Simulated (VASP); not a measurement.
A run of VASP 6.6.1:

File POSCAR:

```
C
1.0
    0.0000000000      1.7769078222      1.7769078222
    1.7769078222      0.0000000000      1.7769078222
    1.7769078222      1.7769078222      0.0000000000
C
2
Direct
   -0.1250000000     -0.1250000000     -0.1250000000
    0.1250000000      0.1250000000      0.1250000000
```

Contents of INCAR.step1:

```
ALGO = Normal
EDIFF = 1E-6
ENCUT = 520
GGA = PS
ISIF = 2
ISMEAR = -1
LASPH = T
LCHARG = T
LREAL = F
LWAVE = F
NBANDS = 11
NELM = 60
PREC = Accurate
SIGMA = 0.1
```

Contents of KPOINTS.step1:

```
k-points
0
Gamma
  20 20 20
```

The input INCAR.step2:

```
ALGO = Normal
EDIFF = 1E-6
ENCUT = 520
GGA = PS
ICHARG = 11
ISIF = 2
ISMEAR = -5
LASPH = T
LCHARG = F
LORBIT = 10
LREAL = F
LWAVE = F
NBANDS = 11
NEDOS = 2001
NELM = 60
PREC = Accurate
SIGMA = 0.1
```

Contents of KPOINTS.step2:

```
k-points
0
Gamma
  30 30 30
```

Potentials or basis: VASP PAW PBE potentials, release 64 (C).

The run is started by

```bash
$ cat potpaw_PBE.64/C/POTCAR > POTCAR
$ cp INCAR.step1 INCAR
$ cp KPOINTS.step1 KPOINTS
$ mpirun -np 1 vasp_std > vasp.out
$ cp INCAR.step2 INCAR
$ cp KPOINTS.step2 KPOINTS
$ mpirun -np 1 vasp_std > vasp.out
```

Hardware: 1 thread of Intel(R) Xeon(R) Platinum 8259CL CPU @ 2.50GHz (Skylake/Cascade Lake) (shared host).

Task: How long does it take, and how much memory?

Result: Wall time 71 s on 1 thread of Intel(R) Xeon(R) Platinum 8259CL CPU @ 2.50GHz (Skylake/Cascade Lake), on a shared host, peak memory 0.18 GiB. Counts: k points 752.
